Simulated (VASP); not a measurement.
# Al12HO in VASP: single point with PBE

Aim: the single point of Al12HO with PBE.

Program: VASP 6.6.1. These are calculated values, not measurements. Logs are shortened: lines on timing, memory, paths and dates and some standing lists are left out, and cuts for length are marked.

**1. The cell of the first run**

The cell holds a slab with vacuum, 14 atoms: a = 5.714 Å, b = 5.714 Å, c = 22.175 Å, α = 90.00°, β = 90.00°, γ = 90.00°.

**2. Single point, PBE, collinear spin, ferromagnetic start**

Input file INCAR:

```
PREC = Accurate ; ENCUT = 520
EDIFF = 1E-6 ; ISMEAR = 0
SIGMA = 0.1 ; LREAL = False
LASPH = True ; NELM = 200
ALGO = Normal ; ISIF = 2
LWAVE = False ; LCHARG = False
ISPIN = 2 ; MAGMOM = 0 0 0 0 0 0 0 0 0 0 0 0 1 0
LORBIT = 11 ; LDIPOL = True
IDIPOL = 3 ; DIPOL = 0.5 0.5 0.287
GGA = PE ; NBANDS = 38
GGA_COMPAT = False ; NELMDL = -8
```

Input file KPOINTS:

```
Automatic mesh
0
Gamma
  5 5 1
```

Input file POSCAR:

```
Al12HO
1.0
    5.7135165837      0.0000000000      0.0000000000
    0.0000000000      5.7135165837      0.0000000000
    0.0000000000      0.0000000000     22.1746954375
Al O H
12 1 1
Direct
    0.2500000000      0.2500000000      0.1803857921
    0.2500000000      0.7500000000      0.1803857921
    0.7500000000      0.2500000000      0.1803857921
    0.7500000000      0.7500000000      0.1803857921
    0.0000000000      0.0000000000      0.2744050924
    0.0000000000      0.5000000000      0.2744050924
    0.5000000000      0.0000000000      0.2744050924
    0.5000000000      0.5000000000      0.2744050924
    0.2500000000      0.2500000000      0.3686497278
    0.2500000000      0.7500000000      0.3686497278
    0.7500000000      0.2500000000      0.3686497278
    0.7500000000      0.7500000000      0.3686497278
    0.0000000000      0.0000000000      0.3618852606
   -0.0452994301      0.1690597747      0.3618852606
```

Potentials or basis: VASP PAW PBE potentials, release 64 (Al, O, H).

On the command line:

```
> cat potpaw_PBE.64/Al/POTCAR potpaw_PBE.64/O/POTCAR potpaw_PBE.64/H/POTCAR > POTCAR
> mpirun -np 1 vasp_std > vasp.out
```

OUTCAR:

```text
PREC = Accurate
   ENCUT = 520
   EDIFF = 1E-6
   ISMEAR = 0
   LREAL = False
   LASPH = True
   NELM = 200
   ISIF = 2
   ISPIN = 2
   LORBIT = 11
   GGA = PE
   NELMDL = -8

 ion  position               nearest neighbor table
   1  0.250  0.250  0.180-   2 2.86   3 2.86   2 2.86   3 2.86   7 2.90   8 2.90   5 2.90   6 2.90

   2  0.250  0.750  0.180-   1 2.86   4 2.86   1 2.86   4 2.86   7 2.90   8 2.90   5 2.90   6 2.90

   3  0.750  0.250  0.180-   1 2.86   4 2.86   4 2.86   1 2.86   7 2.90   8 2.90   5 2.90   6 2.90

   4  0.750  0.750  0.180-   2 2.86   3 2.86   3 2.86   2 2.86   7 2.90   8 2.90   5 2.90   6 2.90

   5  0.000  0.000  0.274-  13 1.94   7 2.86   6 2.86   6 2.86   7 2.86   2 2.90   3 2.90   4 2.90
                             1 2.90  12 2.91   9 2.91  10 2.91  11 2.91
   6  0.000  0.500  0.274-   5 2.86   8 2.86   5 2.86   8 2.86   1 2.90   2 2.90   3 2.90   4 2.90
                            11 2.91  12 2.91   9 2.91  10 2.91
   7  0.500  0.000  0.274-   5 2.86   8 2.86   8 2.86   5 2.86   1 2.90   2 2.90   3 2.90   4 2.90
                            11 2.91  12 2.91   9 2.91  10 2.91
   8  0.500  0.500  0.274-   6 2.86   7 2.86   7 2.86   6 2.86   1 2.90   2 2.90   3 2.90   4 2.90
                            11 2.91  12 2.91   9 2.91  10 2.91
   9  0.250  0.250  0.369-  14 1.76  13 2.03  10 2.86  11 2.86  10 2.86  11 2.86   7 2.91   8 2.91
                             5 2.91   6 2.91
  10  0.250  0.750  0.369-  13 2.03  12 2.86   9 2.86   9 2.86  12 2.86   6 2.91   7 2.91   8 2.91
                             5 2.91
  11  0.750  0.250  0.369-  14 1.27  13 2.03   9 2.86  12 2.86  12 2.86   9 2.86   7 2.91   8 2.91
                             5 2.91   6 2.91
  12  0.750  0.750  0.369-  13 2.03  11 2.86  10 2.86  11 2.86  10 2.86   6 2.91   7 2.91   8 2.91
                             5 2.91
  13  0.000  0.000  0.362-  14 1.00   5 1.94  10 2.03  11 2.03  12 2.03   9 2.03
  14  0.955  0.169  0.362-  13 1.00  11 1.27   9 1.76

  LATTYP: Found a simple tetragonal cell.
 ALAT       =     5.7135165837
 C/A-ratio  =     3.8810940885

  Lattice vectors:

 A1 = (   5.7135165837,   0.0000000000,   0.0000000000)
 A2 = (   0.0000000000,   5.7135165837,   0.0000000000)
 A3 = (   0.0000000000,   0.0000000000,  22.1746954375)

Analysis of symmetry for initial positions (statically):
=====================================================================
 Subroutine PRICEL returns:
 Original cell was already a primitive cell.

 Routine SETGRP: Setting up the symmetry group for a
 simple tetragonal supercell.

 Subroutine GETGRP returns: Found  1 space group operations
 (whereof  1 operations were pure point group operations)
 out of a pool of 16 trial point group operations.

The static configuration has the point symmetry C_1 .

Analysis of symmetry for dynamics (positions and initial velocities):
=====================================================================
 Subroutine PRICEL returns:
 Original cell was already a primitive cell.

 Routine SETGRP: Setting up the symmetry group for a
 simple tetragonal supercell.

 Subroutine GETGRP returns: Found  1 space group operations
 (whereof  1 operations were pure point group operations)
 out of a pool of 16 trial point group operations.

The dynamic configuration has the point symmetry C_1 .

Analysis of structural, dynamic, and magnetic symmetry:
=====================================================================
 Subroutine PRICEL returns:
 Original cell was already a primitive cell.

 Routine SETGRP: Setting up the symmetry group for a
 simple tetragonal supercell.

 Subroutine GETGRP returns: Found  1 space group operations
 (whereof  1 operations were pure point group operations)
 out of a pool of 16 trial point group operations.

The overall configuration has the point symmetry C_1 .

 Subroutine INISYM returns: Found  1 space group operations
 (whereof  1 operations are pure point group operations),
 and found     1 'primitive' translations

----------------------------------------------------------------------------------------

                                     Primitive cell
[... 114 lines left out ...]
   NELECT =      43.0000    total number of electrons
   NUPDOWN=      -1.0000    fix difference up-down
   EMIN   =  10.00;   EMAX   =-10.00  energy-range for DOS
   EFERMI =   0.00;   METHOD = LEGACY
   ISMEAR =     0;   SIGMA  =   0.10  broadening in eV -4-tet -1-fermi 0-gaus
   EFERMI_NEDOS =   21; number of points for ismear=-14 and -15
   IALGO  =     38    algorithm
   IMIX   =      4    mixing-type and parameters
     AMIX     =   0.40;   BMIX     =  1.00
     AMIX_MAG =   1.60;   BMIX_MAG =  1.00
  volume/ion in A,a.u.               =      51.71       348.93
  Fermi-wavevector in a.u.,A,eV,Ry     =   0.638767  1.207095  5.551501  0.408024
  Thomas-Fermi vector in A             =   1.704219
   LORBIT       =     11    0 simple, 1 ext, 2 COOP (PROOUT), +10 PAW based schemes
   GGA     = PE    functional components
   LHFCALC =     F    Hartree Fock is set to
   AEXX    =    0.0000 exact exchange contribution
   IVDW    =     0    specifies the selected vdW correction
   LEPSILON=     F    determine dielectric tensor
   LRPA    =     F    only Hartree local field effects (RPA)
 spin polarized calculation
 Gauss-broadening in eV      SIGMA  =   0.10
  energy-cutoff  :      520.00
  volume of cell :      723.88
 maximum number of plane-waves:     19525
   NGX = 21   NGY = 21   NGZ = 83

 dipolmoment           0.000000      0.000000      0.070837 electrons x Angstroem

 number of electron      42.9999994 magnetization       0.0000266

 number of electron      42.9999994 magnetization      -0.0000029

 dipolmoment           0.000000      0.000000     -0.010409 electrons x Angstroem

 Free energy of the ion-electron system (eV)
  ---------------------------------------------------
  ext. energy  EPLUGINS =         0.00000000
  ---------------------------------------------------
  free energy    TOTEN  =       -45.88408105 eV

  energy without entropy =      -45.84832178  energy(sigma->0) =      -45.86620142

 E-fermi :  -0.7011     XC(G=0):  -3.7958

 val. band max:       -0.7074827566   @ k =   0.2000   0.0000   0.0000
 cond. band min:      -0.6883416675   @ k =   0.4000   0.4000   0.0000
 fundamental gap:      0.0191410891
 Fermi energy:        -0.7011459801

 spin component 1

 k-point     1 :       0.0000    0.0000    0.0000
  band No.  band energies     occupation
      1     -25.4605      1.00000
      2     -13.8694      1.00000
      3     -10.8765      1.00000
      4     -10.5655      1.00000
      5      -9.4253      1.00000
      6      -8.4821      1.00000
[... 457 lines left out ...]
     32       2.3662      0.00000
     33       2.5392      0.00000
 Fermi energy:        -0.7011459801

 spin component 2

 k-point     1 :       0.0000    0.0000    0.0000
  band No.  band energies     occupation
      1     -25.4605      1.00000
      2     -13.8694      1.00000
      3     -10.8765      1.00000
      4     -10.5655      1.00000
      5      -9.4253      1.00000
      6      -8.4821      1.00000
[... 457 lines left out ...]
     32       2.3662      0.00000
     33       2.5392      0.00000
 [bands above 33 left out]

------------------------ aborting loop because EDIFF is reached ----------------------------------------

 vacuum level on the upper side and lower side of the slab       (xc-potential included)        -0.026         0.030

  FORCE on cell =-STRESS in cart. coord.  units (eV):
  Direction    XX          YY          ZZ          XY          YZ          ZX
  --------------------------------------------------------------------------------------
  -------------------------------------------------------------------------------------
  Total       13.2817021      8.9945645      2.5400396     -5.5052526      1.2349432     -1.4052376
  in kB       29.3967737     19.9079287      5.6219428    -12.1849342      2.7333353     -3.1102528
  external PRESSURE =      18.3088818 kB  Pullay stress =       0.0000000 kB

 VOLUME and BASIS-vectors are now :
 -----------------------------------------------------------------------------
  energy-cutoff  :      520.00
  volume of cell :      723.88
      direct lattice vectors                 reciprocal lattice vectors
     5.713516584  0.000000000  0.000000000     0.175023558  0.000000000  0.000000000
     0.000000000  5.713516584  0.000000000     0.000000000  0.175023558  0.000000000
     0.000000000  0.000000000 22.174695437     0.000000000  0.000000000  0.045096448

 POSITION                                       TOTAL-FORCE (eV/Angst)
 -----------------------------------------------------------------------------------
      1.42838      1.42838      4.00000         0.076798      0.035541      0.106833
      1.42838      4.28514      4.00000         0.040918     -0.039075      0.027633
      4.28514      1.42838      4.00000        -0.071316      0.042260      0.084871
      4.28514      4.28514      4.00000        -0.045821     -0.034324      0.037219
      0.00000      0.00000      6.08485         0.077215     -0.294894     -1.952987
      0.00000      2.85676      6.08485         0.000323      0.017874      0.154222
      2.85676      0.00000      6.08485         0.007380     -0.016664      0.230820
      2.85676      2.85676      6.08485        -0.006254      0.009812     -0.184681
      1.42838      1.42838      8.17470         2.551677      1.847293      0.181928
      1.42838      4.28514      8.17470         1.334892     -1.317904      0.063208
      4.28514      1.42838      8.17470       -11.055004      5.264059      1.256829
      4.28514      4.28514      8.17470        -1.163184     -1.113596      0.031517
      0.00000      0.00000      8.02470         1.072286     -6.055715      0.683296
      5.45470      0.96593      8.02470         7.180089      1.655332     -0.720708
 -----------------------------------------------------------------------------------
    total drift:                                0.000184      0.000110     -0.000072

  FREE ENERGIE OF THE ION-ELECTRON SYSTEM (eV)
  ---------------------------------------------------
  free  energy   TOTEN  =       -45.8840810532 eV

  energy  without entropy=      -45.8483217833  energy(sigma->0) =      -45.86620142

 vacuum level on the upper side and lower side of the slab         3.605         3.654

 total charge

# of ion       s       p       d       tot
------------------------------------------
    1        0.475   0.283   0.000   0.758
    2        0.474   0.285   0.000   0.759
    3        0.475   0.284   0.000   0.758
    4        0.474   0.285   0.000   0.759
    5        0.409   0.344   0.000   0.753
    6        0.421   0.341   0.000   0.762
    7        0.418   0.348   0.000   0.766
    8        0.437   0.330   0.000   0.767
    9        0.478   0.291   0.000   0.770
   10        0.484   0.276   0.000   0.760
   11        0.523   0.364   0.000   0.887
   12        0.478   0.280   0.000   0.758
   13        1.629   3.599   0.000   5.228
   14        0.710   0.181   0.000   0.891
--------------------------------------------------
tot          7.885   7.491   0.000  15.376

 magnetization (x)

# of ion       s       p       d       tot
------------------------------------------
    1        0.000   0.000   0.000   0.000
    2        0.000   0.000   0.000   0.000
    3        0.000   0.000   0.000   0.000
    4        0.000   0.000   0.000   0.000
    5        0.000   0.000   0.000   0.000
    6        0.000   0.000   0.000   0.000
    7        0.000   0.000   0.000   0.000
    8       -0.000  -0.000   0.000  -0.000
    9        0.000   0.000   0.000   0.000
   10        0.000   0.000   0.000   0.000
   11        0.000   0.000   0.000   0.000
   12        0.000   0.000   0.000   0.000
   13       -0.000  -0.000   0.000  -0.000
   14       -0.000  -0.000   0.000  -0.000
--------------------------------------------------
tot          0.000   0.000   0.000   0.000
```

It took 41 min on 1 thread of Oxide Virtual Turin-like, shared host; peak memory 1.2 GiB.

What came out:

| Item | Value |
| --- | --- |
| Free energy | -45.8841 eV |
| Largest force | 12.309 eV/Å |
| Net moment | 0.00 μB per cell |
| Valence electrons inside the program's atomic spheres | Al 0.76, 0.75, 0.77, 0.89 (each value once); O 5.23; H 0.89 |

Forces in eV/Å, atoms in the order of the input:
```
Al    0.077   0.036   0.107
Al    0.041  -0.039   0.028
Al   -0.071   0.042   0.085
Al   -0.046  -0.034   0.037
Al    0.077  -0.295  -1.953
Al    0.000   0.018   0.154
Al    0.007  -0.017   0.231
Al   -0.006   0.010  -0.185
Al    2.552   1.847   0.182
Al    1.335  -1.318   0.063
Al  -11.055   5.264   1.257
Al   -1.163  -1.114   0.032
O     1.072  -6.056   0.683
H     7.180   1.655  -0.721
```

Levels at points of the mesh, in eV from the Fermi level:
Spin up:
```tsv
k point	band 19	band 20	band 21	band 22	band 23	band 24	band 25	band 26
(0.00, 0.00, 0.00)	-1.11	-0.85	-0.79	-0.32	0.05	0.47	0.83	0.95
```
Spin down:
| k point | band 20 | band 21 | band 22 | band 23 | band 24 | band 25 |
| --- | --- | --- | --- | --- | --- | --- |
| (0.00, 0.00, 0.00) | -0.85 | -0.79 | -0.32 | 0.05 | 0.47 | 0.83 |
